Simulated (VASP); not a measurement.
The system is Be2Ga2C3.

```
Be Ga C
1.0
     4.34494    0.00000    0.00000
    -2.17247    3.76283    0.00000
     0.00000    0.00000    6.70503
Be Ga C
2 2 3
Direct
  0.33333 0.66667 0.50000
  0.66667 0.33333 0.50000
  0.00000 0.00000 0.16713
  0.00000 0.00000 0.83287
  0.00000 0.00000 0.50000
  0.33333 0.66667 0.00000
  0.66667 0.33333 0.00000
```

```yaml
Program: VASP 6.6.1
Task: relaxation of cell and atoms
Functional: PBE
Potentials_or_basis: VASP PAW PBE potentials, release 64 (Be, Ga_d, C)
Cutoff: 600 eV
k_mesh: 6 × 6 × 4
Occupations: gaussian, width 0.1 eV
Spin: no spin polarisation
```

At the start: pressure -16.0 GPa; volume 15.66 Å³/atom.

How do energy, volume and symmetry change on relaxing?

Over 31 steps the energy falls by 1420.3 meV/atom and the volume is 10.84 Å³/atom (-30.8 %); space group P6/mmm (No. 191, to 0.05 Å).

Step by step:
| step | energy change (eV) | largest force (eV/Å) | pressure (GPa) | volume (Å³) |
| --- | --- | --- | --- | --- |
| 1 | 0.0000 | 2.7112 | -15.95 | 109.62 |
| 2 | -2.9850 | 0.1947 | -10.82 | 86.53 |
| 3 | -3.6741 | 1.4500 | -1.66 | 75.74 |
| 4 | -3.7086 | 1.8475 | 1.05 | 73.54 |
| 5 | -4.3997 | 0.1532 | 7.29 | 69.09 |
| 6 | -4.4544 | 1.8939 | 22.22 | 64.44 |
| 7 | -4.5717 | 1.0690 | 13.79 | 66.48 |
| 8 | -5.3727 | 1.4484 | 8.09 | 70.46 |
| 9 | -7.3848 | 1.2283 | -0.96 | 80.65 |
| 10 | -7.4598 | 0.4352 | -13.58 | 93.76 |
| 11 | -8.3685 | 0.9486 | -6.58 | 85.64 |
| 12 | -8.5932 | 1.1579 | -9.64 | 88.08 |
| 13 | -8.3686 | 0.7517 | -2.54 | 85.50 |
| 14 | -8.7750 | 0.8993 | -7.46 | 87.13 |
| 15 | -8.7791 | 0.8862 | -8.09 | 87.31 |
| 16 | -9.0446 | 1.1542 | -0.34 | 80.93 |
| 17 | -9.0662 | 1.2799 | 3.06 | 78.65 |
| 18 | -9.2537 | 1.1543 | 2.15 | 77.74 |
| 19 | -9.5634 | 0.9888 | 0.21 | 74.83 |
| 20 | -9.5653 | 0.7803 | -0.41 | 73.71 |
| 21 | -9.7021 | 0.4975 | 1.10 | 72.83 |
| 22 | -9.7606 | 0.0670 | 2.89 | 72.01 |
| 23 | -9.8645 | 0.0854 | 2.29 | 73.20 |
| 24 | -9.9337 | 0.1367 | 1.13 | 75.47 |
| 25 | -9.9347 | 0.1319 | 1.33 | 75.27 |
| 26 | -9.9384 | 0.1180 | -0.42 | 76.14 |
| 27 | -9.9385 | 0.1204 | -0.20 | 76.02 |
| 28 | -9.9396 | 0.1006 | -0.11 | 75.99 |
| 29 | -9.9416 | 0.0490 | -0.04 | 75.91 |
| 30 | -9.9410 | 0.0611 | 0.18 | 75.76 |
| 31 | -9.9422 | 0.0067 | 0.03 | 75.85 |

Final structure:
```
Be Ga C
1.0
     2.87905    0.00000    0.00000
    -1.43952    2.49333    0.00000
     0.00000    0.00000   10.56667
Be Ga C
2 2 3
Direct
  0.33333 0.66667 0.50000
  0.66667 0.33333 0.50000
  0.00000 0.00000 0.24990
  0.00000 0.00000 0.75010
  0.00000 0.00000 0.50000
  0.33333 0.66667 0.00000
  0.66667 0.33333 0.00000
```

Caveat: the volume moved by over 15 % at a fixed basis, so the end points are rough.
